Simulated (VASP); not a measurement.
## GeB2C3: single point with PBE

Crystal: GeB2C3.

```
Ge B C
1.0
     4.93289    0.00000    0.00000
    -2.46644    4.27201    0.00000
     0.00000    0.00000    4.15714
Ge B C
1 2 3
Cartesian
  0.0000 0.0000 0.0000
  0.0000 2.8480 2.0786
  2.4664 1.4240 2.0786
  0.0000 0.0000 2.0786
  0.0000 2.8480 0.0000
  2.4664 1.4240 0.0000
```

| Quantity | Value |
| --- | --- |
| Program | VASP 6.6.1 |
| Task | single point |
| Functional | PBE |
| Potentials or basis | VASP PAW PBE potentials, release 64 (Ge_d, B, C) |
| Cutoff | 520 eV |
| k mesh | 6 × 6 × 4 |
| Occupations | gaussian, width 0.1 eV |
| Spin | no spin polarisation |
| Dipole correction | no |
| Further INCAR settings | ALGO = Normal; EDIFF = 1e-06; NBANDS = 25 |

- Pressure: -29.2 GPa
- Band gap on the k mesh: zero (band 16 reaches 3.44 eV, above the bottom of band 17 at 0.90 eV)

Stress tensor (GPa, compression positive):
```
-23.38   0.00   0.00
  0.00 -23.38   0.00
  0.00   0.00 -40.71
```

Levels at points of the mesh, in eV from the Fermi level:
```csv
k point,band 13,band 14,band 15,band 16,band 17,band 18,band 19,band 20
"(0.00, 0.00, 0.00)",-2.73,-2.58,-2.58,-2.40,-1.24,-0.09,1.47,1.47
"(0.50, 0.00, 0.00)",-3.28,-2.77,-1.81,-0.59,0.02,0.23,0.93,1.22
"(0.00, 0.00, 0.50)",-1.42,-1.10,-1.10,-0.99,-0.99,-0.09,-0.09,3.34
"(0.50, 0.00, 0.50)",-2.23,-0.18,0.26,0.37,1.29,1.59,2.53,3.46
```

It took 18 s on 1 thread of Intel(R) Xeon(R) 6975P-C (Granite Rapids), with other jobs on the host, peak memory 0.23 GiB.

Caveat: the k points lie up to 0.38 Å⁻¹ apart.
